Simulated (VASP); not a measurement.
# C12F in VASP: a series of runs, part 2 of 2

VASP 6.6.1.

## 3. Single point, PBE

Contents of INCAR:

```
SYSTEM = C12F
ALGO = Normal
DIPOL = 0.5 0.5 0.319
EDIFF = 1E-7
ENCUT = 520
GGA = PE
IDIPOL = 3
ISIF = 2
ISMEAR = 0
LASPH = .TRUE.
LCHARG = .FALSE.
LDIPOL = .TRUE.
LREAL = .FALSE.
LWAVE = .FALSE.
NBANDS = 40
NELM = 80
PREC = Accurate
SIGMA = 0.1
```

Contents of KPOINTS:

```
k-points
0
G
  6 3 1
  0 0 0
```

Contents of POSCAR:

```
C12F
1.0
    4.9326910638      0.0000000000      0.0000000000
   -1.2331727659      8.7858796652      0.0000000000
    0.0000000000      0.0000000000     20.2907138818
C F
12 1
Direct
    0.0197005045      0.0788020181      0.1971345130
    0.5197005045      0.0788020181      0.1971345130
    0.2746256306      0.0985025226      0.2311704222
    0.7746256306      0.0985025226      0.2311704222
    0.2844758829      0.1379035317      0.2992422405
    0.7844758829      0.1379035317      0.2992422405
    0.0392966979      0.1571967124      0.3324023561
    0.5392966979      0.1571967124      0.3324023561
    0.0496769462      0.1987212371      0.4035397332
    0.5496769462      0.1987212371      0.4035397332
    0.3040736101      0.2163107364      0.4332382751
    0.8040736101      0.2163107364      0.4332382751
    0.4290736101      0.9663107364      0.3572615709
```

Potentials or basis: VASP PAW PBE potentials, release 64 (C, F).

Run with:

```sh
$ cat potpaw_PBE.64/C/POTCAR potpaw_PBE.64/F/POTCAR > POTCAR
$ mpirun -np 1 vasp_std > vasp.out
```

OUTCAR:

```text
SYSTEM = C12F
   EDIFF = 1E-7
   ENCUT = 520
   GGA = PE
   ISIF = 2
   ISMEAR = 0
   LASPH = .TRUE.
   LREAL = .FALSE.
   NELM = 80
   PREC = Accurate

 ion  position               nearest neighbor table
   1  0.020  0.079  0.197-   3 1.42   4 1.42
   2  0.520  0.079  0.197-   4 1.42   3 1.42
   3  0.275  0.099  0.231-   1 1.42   5 1.42   2 1.42
   4  0.775  0.099  0.231-   2 1.42   6 1.42   1 1.42
   5  0.284  0.138  0.299-   8 1.41   7 1.41   3 1.42
   6  0.784  0.138  0.299-   7 1.41   8 1.41   4 1.42
   7  0.039  0.157  0.332-   6 1.41   5 1.41   9 1.49
   8  0.539  0.157  0.332-   5 1.41   6 1.41  10 1.49  13 1.78
   9  0.050  0.199  0.404-  11 1.38  12 1.38   7 1.49
  10  0.550  0.199  0.404-  12 1.38  11 1.38   8 1.49
  11  0.304  0.216  0.433-   9 1.38  10 1.38
  12  0.804  0.216  0.433-  10 1.38   9 1.38
  13  0.429  0.966  0.357-   8 1.78

  LATTYP: Found a simple monoclinic cell.
 ALAT       =     4.9326910638
 B/A-ratio  =     4.1135180816
 C/A-ratio  =     1.7986126829
 COS(beta)  =    -0.1389960175

  Lattice vectors:

 A1 = (   4.9326910638,   0.0000000000,   0.0000000000)
 A2 = (   0.0000000000,   0.0000000000, -20.2907138818)
 A3 = (  -1.2331727659,   8.7858796652,   0.0000000000)

Analysis of symmetry for initial positions (statically):
=====================================================================
 Subroutine PRICEL returns:
 Original cell was already a primitive cell.

 Routine SETGRP: Setting up the symmetry group for a
 simple monoclinic supercell.

 Subroutine GETGRP returns: Found  1 space group operations
 (whereof  1 operations were pure point group operations)
 out of a pool of  4 trial point group operations.

The static configuration has the point symmetry C_1 .

Analysis of symmetry for dynamics (positions and initial velocities):
=====================================================================
 Subroutine PRICEL returns:
 Original cell was already a primitive cell.

 Routine SETGRP: Setting up the symmetry group for a
 simple monoclinic supercell.

 Subroutine GETGRP returns: Found  1 space group operations
 (whereof  1 operations were pure point group operations)
 out of a pool of  4 trial point group operations.

The dynamic configuration has the point symmetry C_1 .

 Subroutine INISYM returns: Found  1 space group operations
 (whereof  1 operations are pure point group operations),
 and found     1 'primitive' translations

----------------------------------------------------------------------------------------

                                     Primitive cell

  volume of cell :     879.3596

  direct lattice vectors                    reciprocal lattice vectors
     4.932691064  0.000000000  0.000000000     0.202729096  0.028454749  0.000000000
    -1.233172766  8.785879665  0.000000000     0.000000000  0.113818996  0.000000000
     0.000000000  0.000000000 20.290713882     0.000000000  0.000000000  0.049283628

  length of vectors
     4.932691064  8.872000708 20.290713882     0.204716289  0.113818996  0.049283628
[... 76 lines left out ...]
   NGX,Y,Z   is equivalent  to a cutoff of  13.48, 13.12, 13.11 a.u.
   NGXF,Y,Z  is equivalent  to a cutoff of  26.96, 26.23, 26.22 a.u.
 SYSTEM =  C12F
   PREC   = accura    normal or accurate (medium, high low for compatibility)
   ISTART =      0    job   : 0-new  1-cont  2-samecut
   ICHARG =      2    charge: 1-file 2-atom 10-const
   ISPIN  =      1    spin polarized calculation?
   LNONCOLLINEAR =      F non collinear calculations
   LSORBIT =      F    spin-orbit coupling
   LASPH  =      T    aspherical Exc in radial PAW
   ENCUT  =  520.0 eV  38.22 Ry    6.18 a.u.   9.17 16.50 37.73*2*pi/ulx,y,z
   NELM   =     80;   NELMIN=  2; NELMDL= -5     # of ELM steps
   EDIFF  = 0.1E-06   stopping-criterion for ELM
   LREAL  =      F    real-space projection
   EDIFFG = 0.1E-05   stopping-criterion for IOM
   NSW    =      0    number of steps for IOM
   IBRION =     -1    ionic relax: 0-MD 1-quasi-New 2-CG
   NFREE  =      0    steps in history (QN), initial steepest desc. (CG)
   ISIF   =      2    stress and relaxation
   ISYM   =      2    0-nonsym 1-usesym 2-fastsym
   POTIM  = 0.5000    time-step for ionic-motion
   TEBEG  =    0.0;   TEEND  =   0.0 temperature during run
   PSTRESS=    0.0 pullay stress
   NELECT =      55.0000    total number of electrons
   NUPDOWN=      -1.0000    fix difference up-down
   EMIN   =  10.00;   EMAX   =-10.00  energy-range for DOS
   EFERMI =   0.00;   METHOD = LEGACY
   ISMEAR =     0;   SIGMA  =   0.10  broadening in eV -4-tet -1-fermi 0-gaus
   EFERMI_NEDOS =   21; number of points for ismear=-14 and -15
   IALGO  =     38    algorithm
   IMIX   =      4    mixing-type and parameters
     AMIX     =   0.40;   BMIX     =  1.00
     AMIX_MAG =   1.60;   BMIX_MAG =  1.00
  volume/ion in A,a.u.               =      67.64       456.48
  Fermi-wavevector in a.u.,A,eV,Ry     =   0.649841  1.228021  5.745644  0.422293
  Thomas-Fermi vector in A             =   1.718927
   LORBIT       =      0    0 simple, 1 ext, 2 COOP (PROOUT), +10 PAW based schemes
   GGA     = PE    functional components
   LHFCALC =     F    Hartree Fock is set to
   AEXX    =    0.0000 exact exchange contribution
   IVDW    =     0    specifies the selected vdW correction
   LEPSILON=     F    determine dielectric tensor
   LRPA    =     F    only Hartree local field effects (RPA)
 non-spin polarized calculation
 Gauss-broadening in eV      SIGMA  =   0.10
  energy-cutoff  :      520.00
  volume of cell :      879.36
 maximum number of plane-waves:     23724
 NGX is ok and might be reduce to    40
   NGX = 19   NGY = 33   NGZ = 75

 dipolmoment           0.000000      0.000000      0.001964 electrons x Angstroem

 number of electron      55.0000002 magnetization

 dipolmoment           0.000000      0.000000     -0.023779 electrons x Angstroem

 Free energy of the ion-electron system (eV)
  ---------------------------------------------------
  ext. energy  EPLUGINS =         0.00000000
  ---------------------------------------------------
  free energy    TOTEN  =       -99.78021071 eV

  energy without entropy =      -99.71593450  energy(sigma->0) =      -99.74807261

 E-fermi :  -4.9869     XC(G=0):  -2.1145

 val. band max:       -5.0256177066   @ k =   0.5000   0.3333   0.0000
 cond. band min:      -4.9815735775   @ k =   0.5000   0.3333   0.0000
 fundamental gap:      0.0440441292
 Fermi energy:        -4.9869462382

 k-point     1 :       0.0000    0.0000    0.0000
  band No.  band energies     occupation
      1     -27.0144      2.00000
      2     -23.3821      2.00000
      3     -21.8099      2.00000
      4     -19.5535      2.00000
      5     -19.4623      2.00000
      6     -19.3282      2.00000
[... 409 lines left out ...]
     38       1.5980      0.00000
     39       1.8760      0.00000
 [bands above 39 left out]

------------------------ aborting loop because EDIFF is reached ----------------------------------------

 vacuum level on the upper side and lower side of the slab       (xc-potential included)        -0.092         0.003

  FORCE on cell =-STRESS in cart. coord.  units (eV):
  Direction    XX          YY          ZZ          XY          YZ          ZX
  --------------------------------------------------------------------------------------
  -------------------------------------------------------------------------------------
  Total        2.3151474      1.9563314      1.8844731     -0.6290013      0.4407461      0.3376530
  in kB        4.2181569      3.5644007      3.4334761     -1.1460291      0.8030314      0.6151977
  external PRESSURE =       3.7386779 kB  Pullay stress =       0.0000000 kB

 VOLUME and BASIS-vectors are now :
 -----------------------------------------------------------------------------
  energy-cutoff  :      520.00
  volume of cell :      879.36
      direct lattice vectors                 reciprocal lattice vectors
     4.932691064  0.000000000  0.000000000     0.202729096  0.028454749  0.000000000
    -1.233172766  8.785879665  0.000000000     0.000000000  0.113818996  0.000000000
     0.000000000  0.000000000 20.290713882     0.000000000  0.000000000  0.049283628

 POSITION                                       TOTAL-FORCE (eV/Angst)
 -----------------------------------------------------------------------------------
     -0.00000      0.69235      4.00000        -0.019213      0.282621      1.707228
      2.46635      0.69235      4.00000         0.097474      0.431108      1.456136
      1.23317      0.86543      4.69061        -0.195260     -0.482592     -2.519746
      3.69952      0.86543      4.69061         0.049422     -0.603274     -2.831101
      1.23317      1.21160      6.07184        -1.469509      0.996842     -0.085245
      3.69952      1.21160      6.07184         1.426035      0.761766      0.622766
     -0.00001      1.38111      6.74468        -0.401424      0.029993     -0.227424
      2.46633      1.38111      6.74468        -0.008816     -1.823268      1.150090
     -0.00002      1.74594      8.18811         0.098152      0.267373      0.809761
      2.46633      1.74594      8.18811         0.284213      1.701873      1.492226
      1.23315      1.90048      8.79071         0.065648     -0.220775     -0.747604
      3.69950      1.90048      8.79071        -0.323671     -0.231674     -0.850249
      0.92486      8.48989      7.24909         0.396950     -1.109993      0.023164
 -----------------------------------------------------------------------------------
    total drift:                                0.001029     -0.000318     -0.000434

  FREE ENERGIE OF THE ION-ELECTRON SYSTEM (eV)
  ---------------------------------------------------
  free  energy   TOTEN  =       -99.7802107085 eV

  energy  without entropy=      -99.7159345046  energy(sigma->0) =      -99.74807261

 vacuum level on the upper side and lower side of the slab         1.265         1.362
```

Run time: 9.6 min. Hardware: 1 thread of Intel Xeon 6975P-C (Granite Rapids), shared host; peak memory 0.96 GiB.

Results:

```yaml
Free_energy: -99.7802 eV
Largest_force: 2.895 eV/Å
Band_gap_on_the_k_mesh: zero (an odd number of electrons rules out a gap without spin polarisation)
```

Forces in eV/Å, atoms in the order of the input:
```
C   -0.019  0.283  1.707
C    0.097  0.431  1.456
C   -0.195 -0.483 -2.520
C    0.049 -0.603 -2.831
C   -1.470  0.997 -0.085
C    1.426  0.762  0.623
C   -0.401  0.030 -0.227
C   -0.009 -1.823  1.150
C    0.098  0.267  0.810
C    0.284  1.702  1.492
C    0.066 -0.221 -0.748
C   -0.324 -0.232 -0.850
F    0.397 -1.110  0.023
```

Levels at points of the mesh, in eV from the Fermi level:
```csv
k point,band 24,band 25,band 26,band 27,band 28,band 29,band 30,band 31
"(0.00, 0.00, 0.00)",-1.28,-0.42,-0.40,-0.29,-0.04,0.69,0.88,1.04
"(0.50, 0.00, 0.00)",-1.93,-1.27,-0.25,-0.04,0.01,0.08,0.15,3.19
```

Caveat: an odd number of electrons without spin polarisation forces a metal; a magnetic or distorted state may lie lower.

The gap in the log of VASP goes by the Fermi energy; the results here count the filled bands.